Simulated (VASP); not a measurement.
Wanted: the native input for a VASP 6.6.1 run.

* Task: single point
* Functional: PBE
* Potentials or basis: VASP PAW PBE potentials, release 64 (Rb_sv, B, Pb_d)
* Cutoff: 520 eV
* k mesh: 4 × 4 × 4
* Occupations: gaussian, width 0.1 eV
* Spin: no spin polarisation
* Dipole correction: no
* Further INCAR settings: ALGO = Normal; EDIFF = 1e-07; NBANDS = 36

The structure of Rb3B4Pb lies in POSCAR:

```
Rb3B4Pb
1.0
    5.5925798600      0.0000000000      0.0000000000
    0.0000000000      5.5925798600      0.0000000000
    0.0000000000      0.0000000000      5.5925798600
Rb B Pb
3 4 1
Direct
    0.5000000000      0.0000000000      0.0000000000
    0.0000000000      0.5000000000      0.0000000000
    0.0000000000      0.0000000000      0.5000000000
    0.0000000000      0.5000000000      0.5000000000
    0.5000000000      0.0000000000      0.5000000000
    0.5000000000      0.5000000000      0.0000000000
    0.0000000000      0.0000000000      0.0000000000
    0.5000000000      0.5000000000      0.5000000000
```

One way to write it, as run:

INCAR

```
PREC = Accurate
ENCUT = 520
EDIFF = 1E-7
ISMEAR = 0
SIGMA = 0.1
LREAL = False
LASPH = True
NELM = 100
ALGO = Normal
ISIF = 2
LWAVE = False
LCHARG = False
GGA = PE
NBANDS = 36
```

KPOINTS

```
regular mesh
0
Gamma
  4 4 4
```

Potentials or basis: VASP PAW PBE potentials, release 64 (Rb_sv, B, Pb_d).

Launch:

```sh
$ cat potpaw_PBE.64/Rb_sv/POTCAR potpaw_PBE.64/B/POTCAR potpaw_PBE.64/Pb_d/POTCAR > POTCAR
$ mpirun -np 1 vasp_std > vasp.out
```

It gave:

```
Pressure : 8.5 GPa
```

It took 59 s on 1 thread of AMD EPYC 7R13 Processor (Zen 3), on a shared host, peak memory 0.25 GiB.
